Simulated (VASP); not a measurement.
# Te (P6/mmm) in VASP: notebook

The runs below take Te through single point, with PBE.

All numbers are computed with VASP 6.6.1; they aren't measurements. Logs are shortened: lines on timing, memory, paths and dates and some standing lists are left out, and cuts for length are marked.

**1. The cell of the first run**

The structure is hexagonal, space group P6/mmm (No. 191). Conventional cell: a = 2.484 Å, b = 2.484 Å, c = 2.330 Å, α = 90.00°, β = 90.00°, γ = 120.00°. Within 3.1 Å of Te (site symmetry 6/mmm) lie 8 Te at 2.33 to 2.48 Å.

This isn't the form of Te at room conditions, which is trigonal, of chains.

**2. Single point, PBE**

Input file INCAR:

```
SYSTEM = Te
PREC = Accurate
ENCUT = 520
EDIFF = 1E-6
ISMEAR = -1
SIGMA = 0.1
LREAL = .False.
LASPH = .True.
NELM = 100
ALGO = Normal
ISIF = 2
LWAVE = .False.
LCHARG = .False.
GGA = PE
NBANDS = 9
```

Input file KPOINTS:

```
Automatic mesh
0
Gamma
  15 15 13
  0 0 0
```

Input file POSCAR:

```
Te
1.0
    2.4837224252      0.0000000000      0.0000000000
   -1.2418612126      2.1509667162      0.0000000000
    0.0000000000      0.0000000000      2.3301428816
Te
1
Direct
    0.0000000000      0.0000000000      0.0000000000
```

Potentials or basis: VASP PAW PBE potentials, release 64 (Te).

On the command line:

```bash
$ cat potpaw_PBE.64/Te/POTCAR > POTCAR
$ mpirun -np 1 vasp_std > vasp.out
```

OUTCAR:

```text
SYSTEM = Te
   PREC = Accurate
   ENCUT = 520
   EDIFF = 1E-6
   ISMEAR = -1
   LREAL = .False.
   LASPH = .True.
   NELM = 100
   ISIF = 2
   GGA = PE

 ion  position               nearest neighbor table
   1  0.000  0.000  0.000-

  LATTYP: Found a hexagonal cell.
 ALAT       =     2.4837224252
 C/A-ratio  =     0.9381655768

  Lattice vectors:

 A1 = (   2.4837224252,   0.0000000000,   0.0000000000)
 A2 = (  -1.2418612126,   2.1509667162,   0.0000000000)
 A3 = (   0.0000000000,   0.0000000000,   2.3301428816)

Analysis of symmetry for initial positions (statically):
=====================================================================
 Subroutine PRICEL returns:
 Original cell was already a primitive cell.

 Routine SETGRP: Setting up the symmetry group for a
 hexagonal supercell.

 Subroutine GETGRP returns: Found 24 space group operations
 (whereof 24 operations were pure point group operations)
 out of a pool of 24 trial point group operations.

The static configuration has the point symmetry D_6h.

Analysis of symmetry for dynamics (positions and initial velocities):
=====================================================================
 Subroutine PRICEL returns:
 Original cell was already a primitive cell.

 Routine SETGRP: Setting up the symmetry group for a
 hexagonal supercell.

 Subroutine GETGRP returns: Found 24 space group operations
 (whereof 24 operations were pure point group operations)
 out of a pool of 24 trial point group operations.

The dynamic configuration has the point symmetry D_6h.

 Subroutine INISYM returns: Found 24 space group operations
 (whereof 24 operations are pure point group operations),
 and found     1 'primitive' translations

----------------------------------------------------------------------------------------

                                     Primitive cell

  volume of cell :      12.4486

  direct lattice vectors                    reciprocal lattice vectors
     2.483722425  0.000000000  0.000000000     0.402621481  0.232453620  0.000000000
    -1.241861213  2.150966716  0.000000000     0.000000000  0.464907240  0.000000000
     0.000000000  0.000000000  2.330142882     0.000000000  0.000000000  0.429158232

  length of vectors
     2.483722425  2.483722425  2.330142882     0.464907240  0.464907240  0.429158232

  position of ions in fractional coordinates (direct lattice)
     0.000000000  0.000000000  0.000000000

  ion indices of the primitive-cell ions
   primitive index   ion index
                 1           1

----------------------------------------------------------------------------------------

 KPOINTS: Automatic mesh

Automatic generation of k-mesh.
 Grid dimensions read from file:
 generate k-points for:   15   15   13

 Generating k-lattice:

  Cartesian coordinates                     Fractional coordinates (reciprocal lattice)
     0.026841432  0.015496908  0.000000000     0.066666667  0.000000000  0.000000000
     0.000000000  0.030993816  0.000000000     0.000000000  0.066666667  0.000000000
     0.000000000  0.000000000  0.033012172     0.000000000  0.000000000  0.076923077

  Length of vectors
     0.030993816  0.030993816  0.033012172

  Shift w.r.t. Gamma in fractional coordinates (k-lattice)
     0.000000000  0.000000000  0.000000000

 Subroutine IBZKPT returns following result:
 ===========================================

 Found    189 irreducible k-points:

 Following reciprocal coordinates:
            Coordinates               Weight
  0.000000  0.000000  0.000000      1.000000
  0.066667 -0.000000  0.000000      6.000000
  0.133333 -0.000000  0.000000      6.000000
  0.200000 -0.000000  0.000000      6.000000
  0.266667 -0.000000  0.000000      6.000000
  0.333333  0.000000  0.000000      6.000000
[... 16 lines left out ...]
  0.333333  0.200000  0.000000     12.000000
  0.400000  0.200000  0.000000      6.000000
 [... further k-points ...]
   k-points           NKPTS =    189   k-points in BZ     NKDIM =    189   number of bands    NBANDS=      9
   number of dos      NEDOS =    301   number of ions     NIONS =      1
   total plane-waves  NPLWV =   5832
   dimension x,y,z NGX =    18 NGY =   18 NGZ =   18
   dimension x,y,z NGXF=    36 NGYF=   36 NGZF=   36
   ions per type =               1
   NGX,Y,Z   is equivalent  to a cutoff of  12.05, 12.05, 12.84 a.u.
   NGXF,Y,Z  is equivalent  to a cutoff of  24.10, 24.10, 25.68 a.u.
 SYSTEM =  Te
   PREC   = accura    normal or accurate (medium, high low for compatibility)
   ISTART =      0    job   : 0-new  1-cont  2-samecut
   ICHARG =      2    charge: 1-file 2-atom 10-const
   ISPIN  =      1    spin polarized calculation?
   LNONCOLLINEAR =      F non collinear calculations
   LSORBIT =      F    spin-orbit coupling
   LASPH  =      T    aspherical Exc in radial PAW
   ENCUT  =  520.0 eV  38.22 Ry    6.18 a.u.   4.62  4.62  4.33*2*pi/ulx,y,z
   NELM   =    100;   NELMIN=  2; NELMDL= -5     # of ELM steps
   EDIFF  = 0.1E-05   stopping-criterion for ELM
   LREAL  =      F    real-space projection
   EDIFFG = 0.1E-04   stopping-criterion for IOM
   NSW    =      0    number of steps for IOM
   IBRION =     -1    ionic relax: 0-MD 1-quasi-New 2-CG
   NFREE  =      0    steps in history (QN), initial steepest desc. (CG)
   ISIF   =      2    stress and relaxation
   ISYM   =      2    0-nonsym 1-usesym 2-fastsym
   POTIM  = 0.5000    time-step for ionic-motion
   TEBEG  =    0.0;   TEEND  =   0.0 temperature during run
   PSTRESS=    0.0 pullay stress
   NELECT =       6.0000    total number of electrons
   NUPDOWN=      -1.0000    fix difference up-down
   EMIN   =  10.00;   EMAX   =-10.00  energy-range for DOS
   EFERMI =   0.00;   METHOD = LEGACY
   ISMEAR =    -1;   SIGMA  =   0.10  broadening in eV -4-tet -1-fermi 0-gaus
   EFERMI_NEDOS =   21; number of points for ismear=-14 and -15
   IALGO  =     38    algorithm
   IMIX   =      4    mixing-type and parameters
     AMIX     =   0.40;   BMIX     =  1.00
     AMIX_MAG =   1.60;   BMIX_MAG =  1.00
  volume/ion in A,a.u.               =      12.45        84.01
  Fermi-wavevector in a.u.,A,eV,Ry     =   1.283568  2.425591 22.416228  1.647546
  Thomas-Fermi vector in A             =   2.415813
   LORBIT       =      0    0 simple, 1 ext, 2 COOP (PROOUT), +10 PAW based schemes
   GGA     = PE    functional components
   LHFCALC =     F    Hartree Fock is set to
   AEXX    =    0.0000 exact exchange contribution
   IVDW    =     0    specifies the selected vdW correction
   LEPSILON=     F    determine dielectric tensor
   LRPA    =     F    only Hartree local field effects (RPA)
 non-spin polarized calculation
  energy-cutoff  :      520.00
  volume of cell :       12.45
 maximum number of plane-waves:       351
   NGX =  9   NGY =  9   NGZ =  9

 number of electron       6.0000000 magnetization

 Free energy of the ion-electron system (eV)
  ---------------------------------------------------
  ext. energy  EPLUGINS =         0.00000000
  ---------------------------------------------------
  free energy    TOTEN  =         6.20236178 eV

  energy without entropy =        6.21756236  energy(sigma->0) =        6.20996207

 E-fermi :  24.8921     XC(G=0): -14.0606

 val. band max:       24.8593146250   @ k =   0.4000   0.1333   0.3846
 cond. band min:      24.9227523913   @ k =   0.1333   0.1333   0.1538
 fundamental gap:      0.0634377662
 Fermi energy:        24.8920919079

 k-point     1 :       0.0000    0.0000    0.0000
  band No.  band energies     occupation
      1      -0.0735      2.00000
      2      27.6439      0.00000
      3      31.7709      0.00000
      4      31.7709      0.00000
      5      31.8970      0.00000
      6      32.0105      0.00000
      7      36.0647      0.00000
      8      36.0647      0.00000
      9      41.4952      0.00000

 k-point     2 :       0.0667   -0.0000    0.0000
  band No.  band energies     occupation
      1       0.0865      2.00000
      2      27.8402      0.00000
      3      29.7204      0.00000
      4      30.9855      0.00000
      5      31.5282      0.00000
      6      32.4775      0.00000
      7      36.9009      0.00000
      8      37.5083      0.00000
      9      42.3252      0.00000

 k-point     3 :       0.1333   -0.0000    0.0000
  band No.  band energies     occupation
      1       0.5681      2.00000
      2      26.4317      0.00000
      3      28.4211      0.00000
      4      29.4737      0.00000
      5      30.9814      0.00000
      6      32.8954      0.00000
      7      38.5589      0.00000
      8      39.6220      0.00000
      9      44.5799      0.00000

 k-point     4 :       0.2000   -0.0000    0.0000
  band No.  band energies     occupation
      1       1.3747      2.00000
      2      22.9504      2.00000
      3      27.9102      0.00000
      4      29.3608      0.00000
      5      30.5141      0.00000
      6      33.2411      0.00000
      7      40.3382      0.00000
      8      41.7987      0.00000
      9      46.4602      0.00000
[... 205 lines left out ...]
 k-point    22 :       0.2667    0.2000    0.0000
  band No.  band energies     occupation
      1       5.9380      2.00000
      2      15.5516      2.00000
      3      18.3455      2.00000
      4      34.0910      0.00000
      5      34.3364      0.00000
      6      36.7703      0.00000
      7      39.4899      0.00000
      8      42.0374      0.00000
      9      43.4710      0.00000

 k-point    23 :       0.3333    0.2000    0.0000
  band No.  band energies     occupation
      1       7.8743      2.00000
      2      12.8328      2.00000
      3      17.7356      2.00000
      4      34.9917      0.00000
      5      35.7658      0.00000
      6      36.2653      0.00000
      7      40.3559      0.00000
      8      40.4008      0.00000
      9      42.5726      0.00000

 k-point    24 :       0.4000    0.2000    0.0000
  band No.  band energies     occupation
      1       9.6550      2.00000
      2      10.7757      2.00000
      3      17.5423      2.00000
      4      35.5596      0.00000
      5      35.7634      0.00000
      6      36.8480      0.00000
      7      39.2543      0.00000
      8      40.5116      0.00000
      9      42.4098      0.00000

 [... further k-points ...]

------------------------ aborting loop because EDIFF is reached ----------------------------------------

  FORCE on cell =-STRESS in cart. coord.  units (eV):
  Direction    XX          YY          ZZ          XY          YZ          ZX
  --------------------------------------------------------------------------------------
  -------------------------------------------------------------------------------------
  Total       28.1191196     28.1191196     27.9205223      0.0000000     -0.0000000      0.0000000
  in kB     3619.0368063   3619.0368064   3593.4765911      0.0000000     -0.0000000      0.0000000
  external PRESSURE =    3610.5167346 kB  Pullay stress =       0.0000000 kB

 VOLUME and BASIS-vectors are now :
 -----------------------------------------------------------------------------
  energy-cutoff  :      520.00
  volume of cell :       12.45
      direct lattice vectors                 reciprocal lattice vectors
     2.483722425  0.000000000  0.000000000     0.402621481  0.232453620  0.000000000
    -1.241861213  2.150966716  0.000000000     0.000000000  0.464907240  0.000000000
     0.000000000  0.000000000  2.330142882     0.000000000  0.000000000  0.429158232

 POSITION                                       TOTAL-FORCE (eV/Angst)
 -----------------------------------------------------------------------------------
      0.00000      0.00000      0.00000         0.000000      0.000000      0.000000
 -----------------------------------------------------------------------------------
    total drift:                                0.000000      0.000000      0.000000

  FREE ENERGIE OF THE ION-ELECTRON SYSTEM (eV)
  ---------------------------------------------------
  free  energy   TOTEN  =         6.2023617847 eV

  energy  without entropy=        6.2175623578  energy(sigma->0) =        6.20996207
```

It took 16 s on 1 thread of Intel Xeon 6455B, shared host; peak memory 0.13 GiB.

Results:

```yaml
Free_energy: 6.2024 eV
Pressure: 361.1 GPa
Band_gap_on_the_k_mesh: zero (bands 3 and 4 overlap by 14.81 eV)
```

Stress tensor (GPa, compression positive):
```
361.90   0.00   0.00
  0.00 361.90   0.00
  0.00   0.00 359.35
```

Levels at points of the mesh, in eV from the Fermi level:
```
           k point  band 1  band 2  band 3  band 4  band 5  band 6
(0.00, 0.00, 0.00)  -24.97    2.75    6.88    6.88    7.00    7.12
```

Caveat: the cell stands under pressure; spin-orbit coupling is left out, which moves the levels of the heavy elements.

**3. Single point, PBE (12.45 Å³/atom)**

Input file INCAR:

```
PREC = Accurate ; ENCUT = 520
EDIFF = 1E-6 ; ISMEAR = -1
SIGMA = 0.1 ; LREAL = False
LASPH = True ; NELM = 60
ALGO = Normal ; ISIF = 2
LWAVE = False ; LCHARG = False
GGA = PE ; NBANDS = 9
```

Input file KPOINTS:

```
regular mesh
0
Gamma
  15 15 13
```

POSCAR is that of step 2.

Potentials or basis: VASP PAW PBE potentials, release 64 (Te).

On the command line:

```bash
$ cat potpaw_PBE.64/Te/POTCAR > POTCAR
$ mpirun -np 1 vasp_std > vasp.out
```

Wall time 16 s (1 thread of Intel Xeon 6455B, shared host); peak memory 0.14 GiB.

Results (log left out):

* Free energy: 6.2024 eV
* Pressure: 361.1 GPa
* Band gap on the k mesh: zero (bands 3 and 4 overlap by 14.81 eV)

Stress tensor (GPa, compression positive):
```
361.90   0.00   0.00
  0.00 361.90   0.00
  0.00   0.00 359.35
```

Levels at points of the mesh, in eV from the Fermi level:
```csv
k point,band 1,band 2,band 3,band 4,band 5,band 6
"(0.00, 0.00, 0.00)",-24.97,2.75,6.88,6.88,7.00,7.12
```

Caveat: the cell stands under pressure; spin-orbit coupling is left out, which moves the levels of the heavy elements.

**4. Single point, PBE**

This run uses another cell than the first one, of 15.56 Å³/atom.

Input file INCAR:

```
  PREC = Accurate
  ENCUT = 520
  EDIFF = 1E-6
  ISMEAR = -1
  SIGMA = 0.1
  LREAL = F
  LASPH = T
  NELM = 60
  ALGO = Normal
  ISIF = 2
  LWAVE = F
  LCHARG = F
  GGA = PE
  NBANDS = 9
```

KPOINTS is that of step 3.

Input file POSCAR:

```
Te
1.0
    2.6758984579      0.0000000000      0.0000000000
   -1.3379492289      2.3173960425      0.0000000000
    0.0000000000      0.0000000000      2.5093395046
Te
1
Direct
    0.0000000000      0.0000000000      0.0000000000
```

Potentials or basis: VASP PAW PBE potentials, release 64 (Te).

On the command line:

```bash
$ cat potpaw_PBE.64/Te/POTCAR > POTCAR
$ mpirun -np 1 vasp_std > vasp.out
```

OUTCAR:

```text
PREC = Accurate
   ENCUT = 520
   EDIFF = 1E-6
   ISMEAR = -1
   LREAL = F
   LASPH = T
   NELM = 60
   ISIF = 2
   GGA = PE

 ion  position               nearest neighbor table
   1  0.000  0.000  0.000-

  LATTYP: Found a hexagonal cell.
 ALAT       =     2.6758984579
 C/A-ratio  =     0.9377558768

  Lattice vectors:

 A1 = (   2.6758984579,   0.0000000000,   0.0000000000)
 A2 = (  -1.3379492289,   2.3173960425,   0.0000000000)
 A3 = (   0.0000000000,   0.0000000000,   2.5093395046)

Analysis of symmetry for initial positions (statically):
=====================================================================
 Subroutine PRICEL returns:
 Original cell was already a primitive cell.

 Routine SETGRP: Setting up the symmetry group for a
 hexagonal supercell.

 Subroutine GETGRP returns: Found 24 space group operations
 (whereof 24 operations were pure point group operations)
 out of a pool of 24 trial point group operations.

The static configuration has the point symmetry D_6h.

[... 161 lines left out ...]
 cond. band min:      19.3617943274   @ k =   0.4667  -0.0000   0.1538
 fundamental gap:      0.0360775418
 Fermi energy:        19.3261841555

 k-point     1 :       0.0000    0.0000    0.0000
  band No.  band energies     occupation
      1      -2.1247      2.00000
      2      21.7692      0.00000
      3      24.6046      0.00000
      4      24.6046      0.00000
      5      25.6025      0.00000
      6      27.7676      0.00000
      7      29.6613      0.00000
      8      29.6613      0.00000
      9      33.1880      0.00000
[... 265 lines left out ...]
 k-point    24 :       0.4000    0.2000    0.0000
  band No.  band energies     occupation
      1       5.2439      2.00000
      2       7.7256      2.00000
      3      13.0778      2.00000
      4      28.6019      0.00000
      5      29.4452      0.00000
      6      30.5183      0.00000
      7      32.7484      0.00000
      8      34.2615      0.00000
      9      34.8071      0.00000

 [... further k-points ...]

------------------------ aborting loop because EDIFF is reached ----------------------------------------

  FORCE on cell =-STRESS in cart. coord.  units (eV):
  Direction    XX          YY          ZZ          XY          YZ          ZX
  --------------------------------------------------------------------------------------
  -------------------------------------------------------------------------------------
  Total       15.9720366     15.9720366     16.0151055      0.0000000     -0.0000000     -0.0000000
  in kB     1644.5291056   1644.5291056   1648.9636098      0.0000000     -0.0000000     -0.0000000
  external PRESSURE =    1646.0072737 kB  Pullay stress =       0.0000000 kB

 VOLUME and BASIS-vectors are now :
 -----------------------------------------------------------------------------
  energy-cutoff  :      520.00
  volume of cell :       15.56
      direct lattice vectors                 reciprocal lattice vectors
     2.675898458  0.000000000  0.000000000     0.373706258  0.215759409  0.000000000
    -1.337949229  2.317396042  0.000000000     0.000000000  0.431518818  0.000000000
     0.000000000  0.000000000  2.509339505     0.000000000  0.000000000  0.398511241

 POSITION                                       TOTAL-FORCE (eV/Angst)
 -----------------------------------------------------------------------------------
      0.00000      0.00000      0.00000         0.000000      0.000000      0.000000
 -----------------------------------------------------------------------------------
    total drift:                                0.000000      0.000000      0.000000

  FREE ENERGIE OF THE ION-ELECTRON SYSTEM (eV)
  ---------------------------------------------------
  free  energy   TOTEN  =         1.3874318637 eV

  energy  without entropy=        1.4016444335  energy(sigma->0) =        1.39453815
```

stdout:

```text
POSCAR found type information on POSCAR Te
 POSCAR found :  1 types and       1 ions
 scaLAPACK will be used
 LDA part: xc-table for (Slater+PW92), standard interpolation
 POSCAR, INCAR and KPOINTS ok, starting setup
 FFT: planning ... GRIDC
 FFT: planning ... GRID_SOFT
 FFT: planning ... GRID
 WAVECAR not read
 entering main loop
```

It took 14 s on 1 thread of Intel Xeon 6455B, shared host; peak memory 0.14 GiB.

What came out:

- Free energy: 1.3874 eV
- Pressure: 164.6 GPa
- Band gap on the k mesh: zero (bands 3 and 4 overlap by 16.35 eV)

Caveat: the cell stands under pressure; spin-orbit coupling is left out, which moves the levels of the heavy elements.

**5. Single point, PBE (15.56 Å³/atom)**

This run uses another cell than the first one, of 15.56 Å³/atom.

Input file INCAR:

```
SYSTEM = Te
PREC = Accurate ; ENCUT = 520
EDIFF = 1E-7 ; ISMEAR = -1
SIGMA = 0.1 ; LREAL = .False.
LASPH = .True. ; NELM = 60
ALGO = Normal ; ISIF = 2
LWAVE = .False. ; LCHARG = .False.
GGA = PE ; NBANDS = 9
```

Input file KPOINTS:

```
regular mesh
0
Gamma
  15 15 13
  0 0 0
```

POSCAR is that of step 4.

On the command line:

```bash
$ cat potpaw_PBE.64/Te/POTCAR > POTCAR
$ mpirun -np 1 vasp_std > vasp.out
```

It took 18 s on 1 thread of Intel Xeon 6455B, shared host; peak memory 0.14 GiB.

It converged, with:

- Free energy: 1.3874 eV
- Pressure: 164.6 GPa
- Band gap on the k mesh: zero (bands 3 and 4 overlap by 16.35 eV)

Stress tensor (GPa, compression positive):
```
164.48   0.00   0.00
  0.00 164.48   0.00
  0.00   0.00 164.92
```

Levels at points of the mesh, in eV from the Fermi level:
| k point | band 1 | band 2 | band 3 | band 4 | band 5 | band 6 | band 7 | band 8 |
| --- | --- | --- | --- | --- | --- | --- | --- | --- |
| (0.00, 0.00, 0.00) | -21.45 | 2.44 | 5.28 | 5.28 | 6.28 | 8.44 | 10.33 | 10.33 |

Caveat: the cell stands under pressure; spin-orbit coupling is left out, which moves the levels of the heavy elements.
